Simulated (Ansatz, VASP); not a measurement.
# Si in VASP and in Ansatz

Contents of INCAR:

```
PREC = Accurate
ENCUT = 500
EDIFF = 1E-6
ISMEAR = -1
SIGMA = 0.05
LREAL = F
LASPH = T
NELM = 120
ALGO = Normal
ISIF = 2
LWAVE = F
LCHARG = F
GGA = PE
NBANDS = 11
GGA_COMPAT = F
```

The input KPOINTS:

```
regular mesh
0
Gamma
  4 4 4
```

Contents of POSCAR:

```
Si
1.0
    0.0000000000      2.7240000000      2.7240000000
    2.7240000000      0.0000000000      2.7240000000
    2.7240000000      2.7240000000      0.0000000000
Si
2
Direct
    0.5000000000      0.5000000000      0.5000000000
    0.7500000000      0.7500000000      0.7500000000
```

Input for Ansatz:

```yaml
crystal:
  lattice:
    - [0.0, 2.724, 2.724]
    - [2.724, 0.0, 2.724]
    - [2.724, 2.724, 0.0]
  atoms:
    - { symbol: Si, position: [0.5, 0.5, 0.5] }
    - { symbol: Si, position: [0.75, 0.75, 0.75] }
hamiltonian:
  xc: pbe
  pseudopotentials: { kind: paw }
basis:
  ecutwfc: 420
kpoints:
  mp_grid: { grid: [4, 4, 4] }
scf:
  occupations: { method: fermi_dirac, width: 0.05 }
  lower_state_search: "off"
  max_iter: 80
output:
  forces: true
  stress: true
```

Alike in both runs: task single point; functional PBE; k mesh 4 × 4 × 4; occupations fermi-dirac, width 0.05 eV; no spin polarisation.

```csv
,VASP,Ansatz
version,VASP 6.6.1,Ansatz 0.2.0
potentials or method,"VASP PAW PBE potentials, release 64 (Si), cutoff 500 eV","PAW, plane waves, scalar-relativistic"
valence electrons in the cell,8,8
```

Ansatz gave:

```
pressure (GPa) : 1.7
```

Problem. Which values does VASP return?

Solution. Pressure (GPa): 1.6.

The k mesh is coarse, so the values compare programs but aren't converged.
